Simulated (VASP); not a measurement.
Write the native input for VASP 6.6.1 that does the following.

| Property | Result |
| --- | --- |
| Task | single point |
| Functional | PBE0 |
| Potentials or basis | VASP PAW PBE potentials, release 64 (Sb_d_GW) |
| Cutoff | 400 eV |
| k mesh | 6 × 6 × 6 |
| Occupations | fermi-dirac, width 0.05 eV |
| Spin | no spin polarisation |
| Dipole correction | no |
| Grid for exact exchange (PRECFOCK) | Normal |
| Further INCAR settings | ALGO = Normal; EDIFF = 1e-06; NBANDS = 14 |
| Share of exact exchange | 0.25 |

Sb:

```
Sb
1.0
    -1.57654    1.57654    2.71194
     1.57654   -1.57654    2.71194
     1.57654    1.57654   -2.71194
Sb
1
Direct
  0.00000 0.00000 0.00000
```

The input as run:

POSCAR

```
Sb
1.0
   -1.5765401831      1.5765401831      2.7119384313
    1.5765401831     -1.5765401831      2.7119384313
    1.5765401831      1.5765401831     -2.7119384313
Sb
1
Direct
    0.0000000000      0.0000000000      0.0000000000
```

INCAR.step1

```
SYSTEM = Sb
PREC = Accurate
ENCUT = 400
EDIFF = 1E-5
ISMEAR = -1
SIGMA = 0.05
LREAL = .False.
LASPH = .True.
NELM = 120
ALGO = Normal
ISIF = 2
LWAVE = .True.
NBANDS = 14
GGA = PE
GGA_COMPAT = .False.
```

INCAR.step2

```
SYSTEM = Sb
PREC = Accurate
ENCUT = 400
EDIFF = 1E-6
ISMEAR = -1
SIGMA = 0.05
LREAL = .False.
LASPH = .True.
NELM = 120
ALGO = Normal
ISIF = 2
LWAVE = .False.
LCHARG = .True.
GGA = PE
LHFCALC = .True.
AEXX = 0.25
PRECFOCK = Normal
LELF = .True.
LVHAR = .True.
NBANDS = 14
ISTART = 1
GGA_COMPAT = .False.
```

KPOINTS

```
regular mesh
0
Gamma
  6 6 6
  0 0 0
```

Potentials or basis: VASP PAW PBE potentials, release 64 (Sb_d_GW).

Command:

```sh
$ cat potpaw_PBE.64/Sb_d_GW/POTCAR > POTCAR
$ cp INCAR.step1 INCAR
$ mpirun -np 1 vasp_std > vasp.out
$ cp INCAR.step2 INCAR
$ mpirun -np 1 vasp_std > vasp.out
```

Results of the run:

| Quantity | Value |
| --- | --- |
| Pressure | -1.3 GPa |
| Band gap on the k mesh | zero (an odd number of electrons rules out a gap without spin polarisation) |

Caveat: the k points lie up to 0.38 Å⁻¹ apart, too coarse for converged energies and pressures of a metal; the PAW data sets were made with another functional, which shifts forces and pressure a little; spin-orbit coupling is left out, which moves the levels of the heavy elements; an odd number of electrons without spin polarisation forces a metal; a magnetic or distorted state may lie lower.

Wall time 27 min on 1 thread of AMD EPYC 7R13 Processor (Zen 3) (shared host), peak memory 0.13 GiB.
